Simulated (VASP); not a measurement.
# BaTe in VASP: notebook, part 2 of 2

VASP 6.6.1.

## (3) Single point, HSE06 (strain -1.0%)

Input file POSCAR:

```
BaTe
1.0
    0.0000000000      3.4970629662      3.4970629662
    3.4970629662      0.0000000000      3.4970629662
    3.4970629662      3.4970629662      0.0000000000
Ba Te
1 1
Direct
    0.0000000000      0.0000000000      0.0000000000
    0.5000000000      0.5000000000      0.5000000000
```

Input file INCAR.step1:

```
PREC = Accurate
ENCUT = 520
EDIFF = 1E-5
ISMEAR = 0
SIGMA = 0.01
LREAL = False
LASPH = True
NELM = 80
ALGO = Normal
ISIF = 2
LWAVE = True
LCHARG = False
NBANDS = 15
GGA = PE
```

Input file INCAR.step2:

```
PREC = Accurate
ENCUT = 520
EDIFF = 1E-6
ISMEAR = 0
SIGMA = 0.01
LREAL = False
LASPH = True
NELM = 80
ALGO = Normal
ISIF = 2
LWAVE = False
LCHARG = False
GGA = PE
LHFCALC = True
HFSCREEN = 0.2079
PRECFOCK = Normal
NBANDS = 15
ISTART = 1
```

Input file KPOINTS:

```
regular mesh
0
Gamma
  4 4 4
```

Potentials or basis: VASP PAW PBE potentials, release 64 (Ba_sv, Te).

The run is started by

```sh
$ cat potpaw_PBE.64/Ba_sv/POTCAR potpaw_PBE.64/Te/POTCAR > POTCAR
$ cp INCAR.step1 INCAR
$ mpirun -np 1 vasp_std > vasp.out
$ cp INCAR.step2 INCAR
$ mpirun -np 1 vasp_std > vasp.out
```

OUTCAR:

```text
PREC = Accurate
   ENCUT = 520
   EDIFF = 1E-6
   ISMEAR = 0
   LREAL = False
   LASPH = True
   NELM = 80
   ISIF = 2
   GGA = PE
   LHFCALC = True
   HFSCREEN = 0.2079
   PRECFOCK = Normal
   ISTART = 1

 ion  position               nearest neighbor table
   1  0.000  0.000  0.000-   2 3.50   2 3.50   2 3.50   2 3.50   2 3.50   2 3.50
   2  0.500  0.500  0.500-   1 3.50   1 3.50   1 3.50   1 3.50   1 3.50   1 3.50

  LATTYP: Found a face centered cubic cell.
 ALAT       =     6.9941259324

  Lattice vectors:

 A1 = (   0.0000000000,   3.4970629662,   3.4970629662)
 A2 = (   3.4970629662,   0.0000000000,   3.4970629662)
 A3 = (   3.4970629662,   3.4970629662,   0.0000000000)

Analysis of symmetry for initial positions (statically):
=====================================================================
 Subroutine PRICEL returns:
 Original cell was already a primitive cell.

 Routine SETGRP: Setting up the symmetry group for a
 face centered cubic supercell.

 Subroutine GETGRP returns: Found 48 space group operations
 (whereof 48 operations were pure point group operations)
 out of a pool of 48 trial point group operations.

The static configuration has the point symmetry O_h .

Analysis of symmetry for dynamics (positions and initial velocities):
=====================================================================
 Subroutine PRICEL returns:
 Original cell was already a primitive cell.

 Routine SETGRP: Setting up the symmetry group for a
 face centered cubic supercell.

 Subroutine GETGRP returns: Found 48 space group operations
 (whereof 48 operations were pure point group operations)
 out of a pool of 48 trial point group operations.

The dynamic configuration has the point symmetry O_h .

 Subroutine INISYM returns: Found 48 space group operations
 (whereof 48 operations are pure point group operations),
 and found     1 'primitive' translations

----------------------------------------------------------------------------------------

                                     Primitive cell

  volume of cell :      85.5343

  direct lattice vectors                    reciprocal lattice vectors
     0.000000000  3.497062966  3.497062966    -0.142977122  0.142977122  0.142977122
     3.497062966  0.000000000  3.497062966     0.142977122 -0.142977122  0.142977122
     3.497062966  3.497062966  0.000000000     0.142977122  0.142977122 -0.142977122

  length of vectors
     4.945593875  4.945593875  4.945593875     0.247643640  0.247643640  0.247643640

  position of ions in fractional coordinates (direct lattice)
     0.000000000  0.000000000  0.000000000
     0.500000000  0.500000000  0.500000000

  ion indices of the primitive-cell ions
   primitive index   ion index
                 1           1
                 2           2

----------------------------------------------------------------------------------------

 KPOINTS: regular mesh

Automatic generation of k-mesh.
 Grid dimensions read from file:
 generate k-points for:    4    4    4

 Generating k-lattice:

  Cartesian coordinates                     Fractional coordinates (reciprocal lattice)
    -0.035744281  0.035744281  0.035744281     0.250000000  0.000000000  0.000000000
     0.035744281 -0.035744281  0.035744281     0.000000000  0.250000000  0.000000000
[... 33 lines left out ...]
   ISTART =      1    job   : 0-new  1-cont  2-samecut
   ICHARG =      0    charge: 1-file 2-atom 10-const
   ISPIN  =      1    spin polarized calculation?
   LNONCOLLINEAR =      F non collinear calculations
   LSORBIT =      F    spin-orbit coupling
   LASPH  =      T    aspherical Exc in radial PAW
   ENCUT  =  520.0 eV  38.22 Ry    6.18 a.u.   9.20  9.20  9.20*2*pi/ulx,y,z
   NELM   =     80;   NELMIN=  2; NELMDL=  0     # of ELM steps
   EDIFF  = 0.1E-05   stopping-criterion for ELM
   LREAL  =      F    real-space projection
   EDIFFG = 0.1E-04   stopping-criterion for IOM
   NSW    =      0    number of steps for IOM
   IBRION =     -1    ionic relax: 0-MD 1-quasi-New 2-CG
   NFREE  =      0    steps in history (QN), initial steepest desc. (CG)
   ISIF   =      2    stress and relaxation
   ISYM   =      3    0-nonsym 1-usesym 2-fastsym
   POTIM  = 0.5000    time-step for ionic-motion
   TEBEG  =    0.0;   TEEND  =   0.0 temperature during run
   PSTRESS=    0.0 pullay stress
   NELECT =      16.0000    total number of electrons
   NUPDOWN=      -1.0000    fix difference up-down
   EMIN   =  10.00;   EMAX   =-10.00  energy-range for DOS
   EFERMI =   0.00;   METHOD = LEGACY
   ISMEAR =     0;   SIGMA  =   0.01  broadening in eV -4-tet -1-fermi 0-gaus
   EFERMI_NEDOS =   21; number of points for ismear=-14 and -15
   IALGO  =     38    algorithm
   IMIX   =      1    mixing-type and parameters
     AMIX     =   0.40;   BMIX     =  1.00
     AMIX_MAG =   1.60;   BMIX_MAG =  1.00
  volume/ion in A,a.u.               =      42.77       288.61
  Fermi-wavevector in a.u.,A,eV,Ry     =   0.936271  1.769295 11.926902  0.876603
  Thomas-Fermi vector in A             =   2.063263
   LORBIT       =      0    0 simple, 1 ext, 2 COOP (PROOUT), +10 PAW based schemes
   GGA     = PE    functional components
   LHFCALC =     T    Hartree Fock is set to
   PRECFOCK=normal    Normal, Fast or Accurate (Low or Medium for compatibility)
   ENCUT4O =  -1.0   cutoff for four orbital integrals eV
   NKREDX  =     1    reduce k-point grid by
   NKREDY  =     1    reduce k-point grid by
   NKREDZ  =     1    reduce k-point grid by
   AEXX    =    0.2500 exact exchange contribution
   HFSCREEN=    0.2079 screening length (either q_TF or 0.3 A-1)
   HFSCREENC=   0.2079 screening length for correlation (either q_TF or 0.3 A-1)
   ENCUTFOCK=  -1.0 apply spherical cutoff to Coloumb kernel
   IVDW    =     0    specifies the selected vdW correction
   LEPSILON=     F    determine dielectric tensor
   LRPA    =     F    only Hartree local field effects (RPA)
 non-spin polarized calculation
 Gauss-broadening in eV      SIGMA  =   0.01
  energy-cutoff  :      520.00
  volume of cell :       85.53
 maximum number of plane-waves:      2332
 NGX is ok and might be reduce to    40
  NGX = 28; NGY = 28; NGZ = 28

 number of electron      15.9999999 magnetization

 Free energy of the ion-electron system (eV)
  ---------------------------------------------------
  ext. energy  EPLUGINS =         0.00000000
  ---------------------------------------------------
  free energy    TOTEN  =        -9.79311779 eV

  energy without entropy =       -9.79311779  energy(sigma->0) =       -9.79311779

 E-fermi :   1.9147     XC(G=0):  -6.9229

 val. band max:        1.7786410353   @ k =   0.0000   0.0000   0.0000
 cond. band min:       4.0089368577   @ k =   0.5000   0.5000   0.0000
 fundamental gap:      2.2302958224
 Fermi energy:         1.9146840665

 k-point     1 :       0.0000    0.0000    0.0000
  band No.  band energies     occupation
      1     -27.1373      2.00000
      2     -11.2331      2.00000
      3     -11.2331      2.00000
      4     -11.2331      2.00000
      5      -8.6205      2.00000
      6       1.7786      2.00000
      7       1.7786      2.00000
      8       1.7786      2.00000
      9       5.4428      0.00000
     10       5.5491      0.00000
     11       5.5491      0.00000
     12       5.5491      0.00000
     13       6.1784      0.00000
     14       6.1784      0.00000
[... 113 lines left out ...]
      2     -11.4120      2.00000
      3     -11.3991      2.00000
      4     -11.3991      2.00000
      5      -8.1283      2.00000
      6       0.4037      2.00000
      7       0.7483      2.00000
      8       0.7483      2.00000
      9       6.1419      0.00000
     10       6.1419      0.00000
     11       7.5272      0.00000
     12       7.9088      0.00000
     13       8.6514      0.00000
     14      10.9647      0.00000
     15      11.1099      0.00000

------------------------ aborting loop because EDIFF is reached ----------------------------------------

  FORCE on cell =-STRESS in cart. coord.  units (eV):
  Direction    XX          YY          ZZ          XY          YZ          ZX
  --------------------------------------------------------------------------------------
  -------------------------------------------------------------------------------------
  Total        0.5038880      0.5038880      0.5038880      0.0000000      0.0000000      0.0000000
  in kB        9.4385267      9.4385267      9.4385267      0.0000000      0.0000000      0.0000000
  external PRESSURE =       9.4385267 kB  Pullay stress =       0.0000000 kB

 VOLUME and BASIS-vectors are now :
 -----------------------------------------------------------------------------
  energy-cutoff  :      520.00
  volume of cell :       85.53
      direct lattice vectors                 reciprocal lattice vectors
     0.000000000  3.497062966  3.497062966    -0.142977122  0.142977122  0.142977122
     3.497062966  0.000000000  3.497062966     0.142977122 -0.142977122  0.142977122
     3.497062966  3.497062966  0.000000000     0.142977122  0.142977122 -0.142977122

 POSITION                                       TOTAL-FORCE (eV/Angst)
 -----------------------------------------------------------------------------------
      0.00000      0.00000      0.00000        -0.000000     -0.000000     -0.000000
      3.49706      3.49706      3.49706         0.000000      0.000000      0.000000
 -----------------------------------------------------------------------------------
    total drift:                               -0.000001     -0.000001     -0.000001

  FREE ENERGIE OF THE ION-ELECTRON SYSTEM (eV)
  ---------------------------------------------------
  free  energy   TOTEN  =        -9.7931177930 eV

  energy  without entropy=       -9.7931177930  energy(sigma->0) =       -9.79311779
```

OSZICAR.step1:

```text
N       E                     dE             d eps       ncg     rms          rms(c)
DAV:   1     0.814186422793E+02    0.81419E+02   -0.62514E+03   240   0.885E+02
DAV:   2    -0.407326161906E+01   -0.85492E+02   -0.80009E+02   310   0.163E+02
DAV:   3    -0.861654514766E+01   -0.45433E+01   -0.45250E+01   318   0.384E+01
DAV:   4    -0.870589999424E+01   -0.89355E-01   -0.89331E-01   306   0.559E+00
DAV:   5    -0.870900985006E+01   -0.31099E-02   -0.31097E-02   341   0.789E-01    0.372E+00
DAV:   6    -0.859723562429E+01    0.11177E+00   -0.12653E-01   268   0.180E+00    0.245E+00
DAV:   7    -0.859933938852E+01   -0.21038E-02   -0.11182E-01   289   0.187E+00    0.824E-01
DAV:   8    -0.860566630454E+01   -0.63269E-02   -0.14615E-02   275   0.801E-01    0.206E-01
DAV:   9    -0.860606840987E+01   -0.40211E-03   -0.72202E-04   310   0.174E-01    0.644E-02
DAV:  10    -0.860629325376E+01   -0.22484E-03   -0.31506E-04   268   0.120E-01    0.217E-02
DAV:  11    -0.860630922724E+01   -0.15973E-04   -0.41731E-05   311   0.353E-02    0.201E-02
DAV:  12    -0.860630609692E+01    0.31303E-05   -0.12189E-05   251   0.185E-02
   1 F= -.86063061E+01 E0= -.86063061E+01  d E =-.168308E-13
```

It took 4.3 min on 1 thread of AMD EPYC 9R45 (Zen 5), shared host; peak memory 0.32 GiB.

Results:

```yaml
Free_energy: -9.7931 eV
Pressure: 0.9 GPa
Band_gap_on_the_k_mesh: 2.23 eV (least direct gap 2.66 eV)
```

Caveat: the cell differs from its parent crystal (strain -1.0%); the PAW data sets were made with another functional, which shifts forces and pressure a little; spin-orbit coupling is left out, which moves the levels of the heavy elements. A k mesh can miss the band edges.

## (4) Single point, HSE06 (uniaxial x strain -1.0%)

Input file POSCAR:

```
BaTe
1.0
    0.0000000000      3.5323868345      3.5323868345
    3.4970629662      0.0000000000      3.5323868345
    3.4970629662      3.5323868345      0.0000000000
Ba Te
1 1
Direct
    0.0000000000      0.0000000000      0.0000000000
    0.5000000000      0.5000000000      0.5000000000
```

Input file INCAR.step1:

```
SYSTEM = BaTe
ALGO = Normal
EDIFF = 1E-5
ENCUT = 520
GGA = PE
ISIF = 2
ISMEAR = 0
LASPH = .True.
LREAL = .False.
LWAVE = .True.
NBANDS = 15
NELM = 60
PREC = Accurate
SIGMA = 0.01
```

Input file INCAR.step2:

```
SYSTEM = BaTe
ALGO = Normal
EDIFF = 1E-7
ENCUT = 520
GGA = PE
HFSCREEN = 0.2079
ISIF = 2
ISMEAR = 0
ISTART = 1
LASPH = .True.
LCHARG = .True.
LELF = .True.
LHFCALC = .True.
LREAL = .False.
LVHAR = .True.
LWAVE = .False.
NBANDS = 15
NELM = 60
PREC = Accurate
PRECFOCK = Normal
SIGMA = 0.01
```

Input file KPOINTS:

```
k-points
0
Gamma
  4 4 4
  0 0 0
```

The run is started by

```sh
$ cat potpaw_PBE.64/Ba_sv/POTCAR potpaw_PBE.64/Te/POTCAR > POTCAR
$ cp INCAR.step1 INCAR
$ mpirun -np 1 vasp_std > vasp.out
$ cp INCAR.step2 INCAR
$ mpirun -np 1 vasp_std > vasp.out
```

It took 13 min on 1 thread of AMD EPYC 9R45 (Zen 5), shared host; peak memory 0.33 GiB.

The run converged. Its results:

```
Free energy            : -9.7987 eV
Pressure               : 0.3 GPa
Band gap on the k mesh : 2.26 eV (least direct gap 2.69 eV)
```

Stress tensor (GPa, compression positive):
```
0.74 0.00 0.00
0.00 0.08 0.00
0.00 0.00 0.08
```

Levels at points of the mesh, in eV from the valence-band top:
| k point | band 4 | band 5 | band 6 | band 7 | band 8 | band 9 | band 10 | band 11 | band 12 | band 13 |
| --- | --- | --- | --- | --- | --- | --- | --- | --- | --- | --- |
| (0.00, 0.00, 0.00) | -13.08 | -10.37 | -0.02 | -0.02 | 0.00 | 3.56 | 3.75 | 3.75 | 3.81 | 4.35 |
| (0.50, 0.00, 0.00) | -13.08 | -9.56 | -2.37 | -1.17 | -1.17 | 4.88 | 5.69 | 5.87 | 5.89 | 7.74 |
| (0.50, 0.50, 0.00) | -13.16 | -10.13 | -1.29 | -0.44 | -0.43 | 2.26 | 5.30 | 5.43 | 6.50 | 6.74 |
| (0.00, 0.50, 0.50) | -13.17 | -10.12 | -1.24 | -0.46 | -0.46 | 2.26 | 5.34 | 5.40 | 6.53 | 6.76 |

Caveat: the cell differs from its parent crystal (uniaxial x strain -1.0%); the PAW data sets were made with another functional, which shifts forces and pressure a little; spin-orbit coupling is left out, which moves the levels of the heavy elements. A k mesh can miss the band edges.

## (5) Overview

```tsv
level	cell	k mesh	grid for exact exchange (PRECFOCK)	share of exact exchange	screening parameter	gap on the mesh (eV)	pressure (GPa)
r2SCAN	a = 4.996, b = 4.971, c = 4.971 Å, angles 60.3, 59.8, 59.8°, 2 atoms	6 × 6 × 6	-	-	-	1.89	0.6
HSE06	a = 4.946 Å, angles 60.0°, 2 atoms	4 × 4 × 4	Normal	0.25	0.2079 1/Å	2.23	0.9
HSE06	a = 4.996, b = 4.971, c = 4.971 Å, angles 60.3, 59.8, 59.8°, 2 atoms	4 × 4 × 4	Normal	0.25	0.2079 1/Å	2.26	0.3
```

Alike in all rows: task single point; potentials or basis VASP PAW PBE potentials, release 64 (Ba_sv, Te); no spin polarisation; cutoff (eV) 520; smearing gaussian 0.01 eV.

Caveats: the PAW data sets were made with another functional, which shifts forces and pressure a little; spin-orbit coupling is left out, which moves the levels of the heavy elements.

Total energies depend on the potentials used, so only differences within one code and one set of settings carry meaning.
